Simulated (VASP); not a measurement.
# FeO (Fm-3m) in VASP: a series of runs, part 2 of 2

VASP 6.6.1. Earlier steps stand in the parts before.

## (4) Single point, PBE, collinear spin, ferromagnetic start (10.41 Å³/atom)

This run uses another cell than the first one, of 10.41 Å³/atom.

Input file INCAR:

```
PREC = Accurate
ENCUT = 520
EDIFF = 1E-7
ISMEAR = -1
SIGMA = 0.05
LREAL = F
LASPH = T
NELM = 150
ALGO = Normal
ISIF = 2
LWAVE = F
LCHARG = F
ISPIN = 2
MAGMOM = 3 0
LORBIT = 11
LMAXMIX = 4
GGA = PE
NBANDS = 18
```

Input file KPOINTS:

```
regular mesh
0
Gamma
  11 11 11
```

Input file POSCAR:

```
FeO
1.0
    0.0000000000      2.1837637790      2.1837637790
    2.1837637790      0.0000000000      2.1837637790
    2.1837637790      2.1837637790      0.0000000000
Fe O
1 1
Direct
    0.0000000000      0.0000000000      0.0000000000
    0.5000000000      0.5000000000      0.5000000000
```

Potentials or basis: VASP PAW PBE potentials, release 64 (Fe, O).

The run is started by

```
> cat potpaw_PBE.64/Fe/POTCAR potpaw_PBE.64/O/POTCAR > POTCAR
> mpirun -np 1 vasp_std > vasp.out
```

OUTCAR:

```text
PREC = Accurate
   ENCUT = 520
   EDIFF = 1E-7
   ISMEAR = -1
   LREAL = F
   LASPH = T
   NELM = 150
   ISIF = 2
   ISPIN = 2
   LORBIT = 11
   GGA = PE

 ion  position               nearest neighbor table
   1  0.000  0.000  0.000-   2 2.18   2 2.18   2 2.18   2 2.18   2 2.18   2 2.18
   2  0.500  0.500  0.500-   1 2.18   1 2.18   1 2.18   1 2.18   1 2.18   1 2.18

  LATTYP: Found a face centered cubic cell.
 ALAT       =     4.3675275580

  Lattice vectors:

 A1 = (   0.0000000000,   2.1837637790,   2.1837637790)
 A2 = (   2.1837637790,   0.0000000000,   2.1837637790)
 A3 = (   2.1837637790,   2.1837637790,   0.0000000000)

Analysis of symmetry for initial positions (statically):
=====================================================================
 Subroutine PRICEL returns:
 Original cell was already a primitive cell.

 Routine SETGRP: Setting up the symmetry group for a
 face centered cubic supercell.

 Subroutine GETGRP returns: Found 48 space group operations
 (whereof 48 operations were pure point group operations)
 out of a pool of 48 trial point group operations.

The static configuration has the point symmetry O_h .

Analysis of symmetry for dynamics (positions and initial velocities):
=====================================================================
 Subroutine PRICEL returns:
 Original cell was already a primitive cell.

 Routine SETGRP: Setting up the symmetry group for a
 face centered cubic supercell.

 Subroutine GETGRP returns: Found 48 space group operations
 (whereof 48 operations were pure point group operations)
 out of a pool of 48 trial point group operations.

The dynamic configuration has the point symmetry O_h .

Analysis of structural, dynamic, and magnetic symmetry:
=====================================================================
 Subroutine PRICEL returns:
 Original cell was already a primitive cell.

 Routine SETGRP: Setting up the symmetry group for a
 face centered cubic supercell.

 Subroutine GETGRP returns: Found 48 space group operations
 (whereof 48 operations were pure point group operations)
 out of a pool of 48 trial point group operations.

The overall configuration has the point symmetry O_h .

 Subroutine INISYM returns: Found 48 space group operations
 (whereof 48 operations are pure point group operations),
 and found     1 'primitive' translations

----------------------------------------------------------------------------------------

                                     Primitive cell

  volume of cell :      20.8280

  direct lattice vectors                    reciprocal lattice vectors
     0.000000000  2.183763779  2.183763779    -0.228962493  0.228962493  0.228962493
     2.183763779  0.000000000  2.183763779     0.228962493 -0.228962493  0.228962493
     2.183763779  2.183763779  0.000000000     0.228962493  0.228962493 -0.228962493

  length of vectors
     3.088308353  3.088308353  3.088308353     0.396574672  0.396574672  0.396574672

  position of ions in fractional coordinates (direct lattice)
     0.000000000  0.000000000  0.000000000
     0.500000000  0.500000000  0.500000000

  ion indices of the primitive-cell ions
   primitive index   ion index
                 1           1
                 2           2

[... 65 lines left out ...]
   ISPIN  =      2    spin polarized calculation?
   LNONCOLLINEAR =      F non collinear calculations
   LSORBIT =      F    spin-orbit coupling
   LASPH  =      T    aspherical Exc in radial PAW
   ENCUT  =  520.0 eV  38.22 Ry    6.18 a.u.   5.74  5.74  5.74*2*pi/ulx,y,z
   NELM   =    150;   NELMIN=  2; NELMDL= -5     # of ELM steps
   EDIFF  = 0.1E-06   stopping-criterion for ELM
   LREAL  =      F    real-space projection
   EDIFFG = 0.1E-05   stopping-criterion for IOM
   NSW    =      0    number of steps for IOM
   IBRION =     -1    ionic relax: 0-MD 1-quasi-New 2-CG
   NFREE  =      0    steps in history (QN), initial steepest desc. (CG)
   ISIF   =      2    stress and relaxation
   ISYM   =      2    0-nonsym 1-usesym 2-fastsym
   POTIM  = 0.5000    time-step for ionic-motion
   TEBEG  =    0.0;   TEEND  =   0.0 temperature during run
   PSTRESS=    0.0 pullay stress
   NELECT =      14.0000    total number of electrons
   NUPDOWN=      -1.0000    fix difference up-down
   EMIN   =  10.00;   EMAX   =-10.00  energy-range for DOS
   EFERMI =   0.00;   METHOD = LEGACY
   ISMEAR =    -1;   SIGMA  =   0.05  broadening in eV -4-tet -1-fermi 0-gaus
   EFERMI_NEDOS =   21; number of points for ismear=-14 and -15
   IALGO  =     38    algorithm
   IMIX   =      4    mixing-type and parameters
     AMIX     =   0.40;   BMIX     =  1.00
     AMIX_MAG =   1.60;   BMIX_MAG =  1.00
  volume/ion in A,a.u.               =      10.41        70.28
  Fermi-wavevector in a.u.,A,eV,Ry     =   1.434064  2.709988 27.980918  2.056539
  Thomas-Fermi vector in A             =   2.553513
   LORBIT       =     11    0 simple, 1 ext, 2 COOP (PROOUT), +10 PAW based schemes
   GGA     = PE    functional components
   LHFCALC =     F    Hartree Fock is set to
   AEXX    =    0.0000 exact exchange contribution
   IVDW    =     0    specifies the selected vdW correction
   LEPSILON=     F    determine dielectric tensor
   LRPA    =     F    only Hartree local field effects (RPA)
 spin polarized calculation
  energy-cutoff  :      520.00
  volume of cell :       20.83
 maximum number of plane-waves:       572
   NGX = 11   NGY = 11   NGZ = 11

 number of electron      14.0000003 magnetization       4.0013807

 Free energy of the ion-electron system (eV)
  ---------------------------------------------------
  ext. energy  EPLUGINS =         0.00000000
  ---------------------------------------------------
  free energy    TOTEN  =       -14.91904954 eV

  energy without entropy =      -14.90638978  energy(sigma->0) =      -14.91271966

 E-fermi :   5.7793     XC(G=0): -11.9484

 val. band max:        5.7765823047   @ k =  -0.2727   0.3636   0.0909
 cond. band min:       5.7819803922   @ k =  -0.3636   0.2727   0.0909
 fundamental gap:      0.0053980875
 Fermi energy:         5.7792560310

 spin component 1

 k-point     1 :       0.0000    0.0000    0.0000
  band No.  band energies     occupation
      1     -14.6243      1.00000
      2       1.9480      1.00000
      3       1.9480      1.00000
      4       1.9480      1.00000
      5       2.1110      1.00000
      6       2.1110      1.00000
[... 493 lines left out ...]
     17      31.6441      0.00000
     18      33.4274      0.00000

 [... further k-points ...]

 spin component 2

 k-point     1 :       0.0000    0.0000    0.0000
  band No.  band energies     occupation
      1     -14.1047      1.00000
      2       2.6641      1.00000
      3       2.6641      1.00000
      4       2.6641      1.00000
      5       5.0979      1.00000
      6       5.0982      1.00000
[... 493 lines left out ...]
     17      32.4114      0.00000
     18      34.1554      0.00000

 [... further k-points ...]

------------------------ aborting loop because EDIFF is reached ----------------------------------------

  FORCE on cell =-STRESS in cart. coord.  units (eV):
  Direction    XX          YY          ZZ          XY          YZ          ZX
  --------------------------------------------------------------------------------------
  -------------------------------------------------------------------------------------
  Total       -0.8780876     -0.8780876     -0.8780876      0.0000000      0.0000000     -0.0000000
  in kB      -67.5462815    -67.5462815    -67.5462815      0.0000000      0.0000000     -0.0000000
  external PRESSURE =     -67.5462815 kB  Pullay stress =       0.0000000 kB

 VOLUME and BASIS-vectors are now :
 -----------------------------------------------------------------------------
  energy-cutoff  :      520.00
  volume of cell :       20.83
      direct lattice vectors                 reciprocal lattice vectors
     0.000000000  2.183763779  2.183763779    -0.228962493  0.228962493  0.228962493
     2.183763779  0.000000000  2.183763779     0.228962493 -0.228962493  0.228962493
     2.183763779  2.183763779  0.000000000     0.228962493  0.228962493 -0.228962493

 POSITION                                       TOTAL-FORCE (eV/Angst)
 -----------------------------------------------------------------------------------
      0.00000      0.00000      0.00000         0.000000      0.000000      0.000000
      2.18376      2.18376      2.18376         0.000000      0.000000      0.000000
 -----------------------------------------------------------------------------------
    total drift:                                0.000000     -0.000000      0.000000

  FREE ENERGIE OF THE ION-ELECTRON SYSTEM (eV)
  ---------------------------------------------------
  free  energy   TOTEN  =       -14.9190495362 eV

  energy  without entropy=      -14.9063897838  energy(sigma->0) =      -14.91271966

 total charge

# of ion       s       p       d       tot
------------------------------------------
    1        0.277   0.333   6.060   6.670
    2        1.556   3.417   0.000   4.973
--------------------------------------------------
tot          1.833   3.750   6.060  11.643

 magnetization (x)

# of ion       s       p       d       tot
------------------------------------------
    1        0.027   0.020   3.577   3.624
    2        0.029   0.266   0.000   0.294
--------------------------------------------------
tot          0.056   0.286   3.577   3.918
```

stdout:

```text
POSCAR found type information on POSCAR FeO
 POSCAR found :  2 types and       2 ions
 scaLAPACK will be used
 LDA part: xc-table for (Slater+PW92), standard interpolation
 POSCAR, INCAR and KPOINTS ok, starting setup
 FFT: planning ... GRIDC
 FFT: planning ... GRID_SOFT
 FFT: planning ... GRID
 WAVECAR not read
 entering main loop
```

Wall time 66 s (1 thread of Intel Xeon 8259CL, shared host); peak memory 0.17 GiB.

Results:

```
Free energy                                           : -14.9190 eV
Pressure                                              : -6.8 GPa
Band gap on the k mesh                                : zero (filled and empty bands overlap)
Net moment                                            : 4.00 μB per cell
Site moments                                          : Fe +3.62; O +0.29 μB
Valence electrons inside the program's atomic spheres : Fe 6.67; O 4.97
```

Levels at points of the mesh, in eV from the Fermi level:
Spin up:
```tsv
k point	band 5	band 6	band 7	band 8	band 9	band 10	band 11	band 12	band 13	band 14
(0.00, 0.00, 0.00)	-3.67	-3.67	-3.66	-3.66	-3.66	-0.12	15.33	16.71	16.71	16.71
```
Spin down:
| k point | band 1 | band 2 | band 3 | band 4 | band 5 | band 6 | band 7 | band 8 | band 9 | band 10 |
| --- | --- | --- | --- | --- | --- | --- | --- | --- | --- | --- |
| (0.00, 0.00, 0.00) | -19.88 | -3.12 | -3.12 | -3.12 | -0.68 | -0.68 | -0.68 | 0.21 | 0.21 | 0.68 |

Caveat: the cell stands under tension; a cell with one magnetic atom can't hold antiferromagnetic order, which such compounds often take; semilocal functionals often make such compounds metallic where correlation or magnetic order opens a gap, which also shifts bond lengths. With open d or f shells a metallic result of PBE can be an artefact of self-interaction; +U or a hybrid may open a gap.

## (5) Single point, PBE, collinear spin, ferromagnetic start

Input file INCAR:

```
SYSTEM = FeO
ALGO = Normal ; EDIFF = 1E-7
ENCUT = 520 ; GGA = PE
ISIF = 2 ; ISMEAR = -1
ISPIN = 2 ; LASPH = .True.
LCHARG = .True. ; LELF = .True.
LMAXMIX = 4 ; LORBIT = 11
LREAL = .False. ; LVHAR = .True.
LWAVE = .False. ; MAGMOM = 3 0
NBANDS = 18 ; NELM = 150
PREC = Accurate ; SIGMA = 0.05
```

Input file KPOINTS:

```
k-points
0
Gamma
  6 6 6
  0 0 0
```

Input file POSCAR:

```
FeO
1.0
    0.0000000000      2.1554000000      2.1554000000
    2.1554000000      0.0000000000      2.1554000000
    2.1554000000      2.1554000000      0.0000000000
Fe O
1 1
Direct
    0.0000000000      0.0000000000      0.0000000000
    0.5000000000      0.5000000000      0.5000000000
```

The run is started by

```
> cat potpaw_PBE.64/Fe/POTCAR potpaw_PBE.64/O/POTCAR > POTCAR
> mpirun -np 1 vasp_std > vasp.out
```

Wall time 31 s (1 thread of Intel Xeon 8259CL, shared host); peak memory 0.15 GiB.

Results (log left out):

| Item | Value |
| --- | --- |
| Free energy | -14.9270 eV |
| Pressure | 0.1 GPa |
| Band gap on the k mesh | zero (filled and empty bands overlap) |
| Net moment | 4.00 μB per cell |
| Site moments | Fe +3.62; O +0.30 μB |
| Valence electrons inside the program's atomic spheres | Fe 6.73; O 5.00 |

Levels at points of the mesh, in eV from the Fermi level:
Spin up:
```csv
k point,band 5,band 6,band 7,band 8,band 9,band 10,band 11,band 12,band 13,band 14
"(0.00, 0.00, 0.00)",-3.80,-3.80,-3.80,-3.69,-3.69,0.08,15.46,17.02,17.02,17.02
"(0.50, 0.00, 0.00)",-3.08,-3.08,-2.51,-0.34,-0.34,4.08,8.47,12.54,12.54,19.46
"(0.50, 0.50, 0.00)",-4.79,-3.30,-2.82,-2.81,-2.81,5.27,8.74,10.76,14.70,14.70
```
Spin down:
```
           k point  band 2  band 3  band 4  band 5  band 6  band 7  band 8  band 9
(0.00, 0.00, 0.00)   -3.24   -3.24   -3.24   -0.74   -0.74   -0.74    0.18    0.18
(0.50, 0.00, 0.00)   -7.99   -5.15   -5.15    0.38    0.38    0.59    2.77    2.77
(0.50, 0.50, 0.00)   -6.87   -4.41   -4.41   -2.12    0.72    0.72    0.72    1.13
```

Caveat: the k points lie up to 0.42 Å⁻¹ apart, too coarse for converged energies and pressures of a metal; a cell with one magnetic atom can't hold antiferromagnetic order, which such compounds often take; semilocal functionals often make such compounds metallic where correlation or magnetic order opens a gap, which also shifts bond lengths. With open d or f shells a metallic result of PBE can be an artefact of self-interaction; +U or a hybrid may open a gap.

## (6) Single point, PBEsol+D4, collinear spin, ferromagnetic start

This run uses another cell than the first one, of 9.41 Å³/atom.

Input file INCAR:

```
SYSTEM = FeO
ALGO = Normal ; EDIFF = 1E-6
ENCUT = 520 ; GGA = PS
ISIF = 2 ; ISMEAR = -1
ISPIN = 2 ; IVDW = 13
LASPH = .True. ; LCHARG = .False.
LMAXMIX = 4 ; LORBIT = 11
LREAL = .False. ; LWAVE = .False.
MAGMOM = 3 0 ; NBANDS = 18
NELM = 150 ; PREC = Accurate
SIGMA = 0.05
```

Input file KPOINTS:

```
k-points
0
Gamma
  11 11 11
  0 0 0
```

Input file POSCAR:

```
FeO
1.0
    0.0000000000      2.1113998987      2.1113998987
    2.1113998987      0.0000000000      2.1113998987
    2.1113998987      2.1113998987      0.0000000000
Fe O
1 1
Direct
    0.0000000000      0.0000000000      0.0000000000
    0.5000000000      0.5000000000      0.5000000000
```

Potentials or basis: VASP PAW PBE potentials, release 64 (Fe, O).

The run is started by

```
> cat potpaw_PBE.64/Fe/POTCAR potpaw_PBE.64/O/POTCAR > POTCAR
> mpirun -np 1 vasp_std > vasp.out
```

Run time: 57 s. Hardware: 1 thread of Intel Xeon 8259CL, shared host; peak memory 0.17 GiB.

It converged, with:

| Property | Result |
| --- | --- |
| Free energy | -16.1493 eV |
| Pressure | 2.0 GPa |
| Band gap on the k mesh | zero (filled and empty bands overlap) |
| Net moment | 4.00 μB per cell |
| Site moments | Fe +3.60; O +0.32 μB |
| Valence electrons inside the program's atomic spheres | Fe 6.85; O 5.00 |
| Dispersion energy per atom | -0.144 eV |

Levels at points of the mesh, in eV from the Fermi level:
Spin up:
```
           k point  band 6  band 7  band 8  band 9  band 10  band 11  band 12  band 13
(0.00, 0.00, 0.00)   -3.94   -3.94   -3.67   -3.67     0.36    15.45    17.40    17.40
```
Spin down:
```tsv
k point	band 3	band 4	band 5	band 6	band 7	band 8
(0.00, 0.00, 0.00)	-3.43	-3.43	-0.83	-0.83	-0.83	0.09
```

Caveat: the PAW data sets were made with another functional, which shifts forces and pressure a little; a cell with one magnetic atom can't hold antiferromagnetic order, which such compounds often take; semilocal functionals often make such compounds metallic where correlation or magnetic order opens a gap, which also shifts bond lengths. With open d or f shells a metallic result of PBEsol can be an artefact of self-interaction; +U or a hybrid may open a gap.

## (7) Overview

```tsv
task	level	cell	k mesh	cutoff (eV)	gap on the mesh (eV)	pressure (GPa)	moment (μB)
relaxation of cell and atoms	PBEsol+D4	relaxed from a = 3.048 Å, angles 60.0°, 2 atoms	11 × 11 × 11	600	none	0.1	4.00
single point	PBE	a = 3.068 Å, angles 60.0°, 2 atoms	11 × 11 × 11	520	none	-3.7	4.00
single point	PBE	a = 3.088 Å, angles 60.0°, 2 atoms	11 × 11 × 11	520	none	-6.8	4.00
single point	PBE	a = 3.048 Å, angles 60.0°, 2 atoms	6 × 6 × 6	520	none	0.1	4.00
single point	PBEsol+D4	a = 2.986 Å, angles 60.0°, 2 atoms	11 × 11 × 11	520	none	2.0	4.00
```

Alike in all rows: potentials or basis VASP PAW PBE potentials, release 64 (Fe, O); spin collinear, ferromagnetic start; smearing fermi-dirac 0.05 eV.

Caveats: some runs use coarse meshes; a cell with one magnetic atom can't hold antiferromagnetic order, which such compounds often take; semilocal functionals often make such compounds metallic where correlation or magnetic order opens a gap, which also shifts bond lengths; the PAW data sets were made with another functional, which shifts forces and pressure a little (at least some runs); the cell stands under tension (at least some runs).

Absolute energies hang on the potentials; compare differences alone.
